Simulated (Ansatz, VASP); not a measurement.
## One calculation of Ru, two programs

```
Ru
1.0
     2.72074    0.00000    0.00000
    -1.36037    2.35623    0.00000
     0.00000    0.00000   20.29610
Ru
3
Direct
  0.00000 0.00000 0.39417
  0.33333 0.66667 0.50000
  0.00000 0.00000 0.60583
```

Alike in both runs: task single point; functional PBE; k mesh 14 × 14 × 1; occupations fermi-dirac, width 0.08 eV; no spin polarisation.

|  | VASP | Ansatz |
| --- | --- | --- |
| version | VASP 6.6.1 | Ansatz 0.2.0 |
| potentials or method | VASP PAW PBE potentials, release 64 (Ru_pv), cutoff 520 eV | all-electron LAPW, scalar-relativistic |

|  | VASP | Ansatz | Ansatz less VASP |
| --- | --- | --- | --- |
| rms of the force components (eV/Å) | 0.414 | 0.418 | +0.0044 |

Atom by atom the forces differ by 0.004 eV/Å (rms over components). Ansatz ran all-electron here, and VASP with PAW potentials.
